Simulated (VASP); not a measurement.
WSe2, 6 atoms in the cell. The structure is hexagonal, space group P6_3/mmc (No. 194). The conventional cell has a = 3.320 Å, b = 3.320 Å, c = 13.737 Å, α = 90.00°, β = 90.00°, γ = 120.00°. W (site symmetry -6m2) has 6 Se at 2.54 Å and 6 W at 3.32 Å within 3.4 Å. Se (site symmetry 3m) has 3 W at 2.54 Å and 7 Se at 3.32 Å within 3.4 Å. 

- Program: VASP 6.6.1
- Task: relaxation of cell and atoms
- Functional: PBE
- Dispersion: D3(BJ)
- Potentials or basis: VASP PAW PBE potentials, release 64 (W_sv, Se)
- Cutoff: 600 eV
- k mesh: 12 × 12 × 2
- Occupations: fermi-dirac, width 0.02 eV
- Spin: no spin polarisation
- Dipole correction: no
- Further INCAR settings: ALGO = Normal; EDIFF = 1e-06; IBRION = 2; EDIFFG = -0.005; NSW = 80; ISIF = 3

Potentials or basis: VASP PAW PBE potentials, release 64 (W_sv, Se).

Launch:

```bash
$ cat potpaw_PBE.64/W_sv/POTCAR potpaw_PBE.64/Se/POTCAR > POTCAR
$ mpirun -np 1 vasp_std > vasp.out
```

Hardware: 1 thread of Intel(R) Xeon(R) Platinum 8488C (Sapphire Rapids), with other jobs on the host.

Question: How long does it take, and how much memory?

Answer: Wall time 26 min on 1 thread of Intel(R) Xeon(R) Platinum 8488C (Sapphire Rapids), with other jobs on the host, peak memory 0.43 GiB. Counts: scf iterations 140, k points 38, ion steps 19.
